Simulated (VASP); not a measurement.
# AlCo (NiAs type): density of states with PBE

AlCo (NiAs type):

```xyz
4
Lattice="2.5064 0.0000 0.0000 -1.2532 2.1706 0.0000 0.0000 0.0000 7.1849" Properties=species:S:1:pos:R:3 pbc="T T T"
Co    0.0000    0.0000    0.0000
Co    0.0000    0.0000    3.5924
Al    0.0000    1.4471    1.7962
Al    1.2532    0.7235    5.3887
```

This cell differs from its parent crystal: volume scaled by 0.8.

- Program: VASP 6.6.1
- Task: density of states
- Functional: PBE
- Potentials or basis: VASP PAW PBE potentials, release 64 (Co, Al)
- Cutoff: 520 eV
- k mesh: 10 × 10 × 6
- Occupations: fermi-dirac, width 0.05 eV
- Spin: no spin polarisation
- Dipole correction: no
- k mesh for the DOS: 15 × 15 × 9
- Occupations for the DOS: tetrahedron
- Further INCAR settings: ALGO = Normal; EDIFF = 1e-07

* Valence electrons inside the program's atomic spheres: Co 8.79; Al 0.99

Levels at points of the mesh, in eV from the Fermi level:
| k point | band 9 | band 10 | band 11 | band 12 | band 13 | band 14 | band 15 | band 16 |
| --- | --- | --- | --- | --- | --- | --- | --- | --- |
| (0.00, 0.00, 0.00) | -1.85 | -1.73 | -0.82 | -0.82 | -0.70 | -0.70 | 4.36 | 10.67 |

Wall time 2.1 min on 1 thread of Intel(R) Xeon(R) Platinum 8259CL CPU @ 2.50GHz (Skylake/Cascade Lake), on a shared host, peak memory 0.2 GiB.

 Spin polarisation is off, so any magnetic state and its effect on volume and gap are missing.
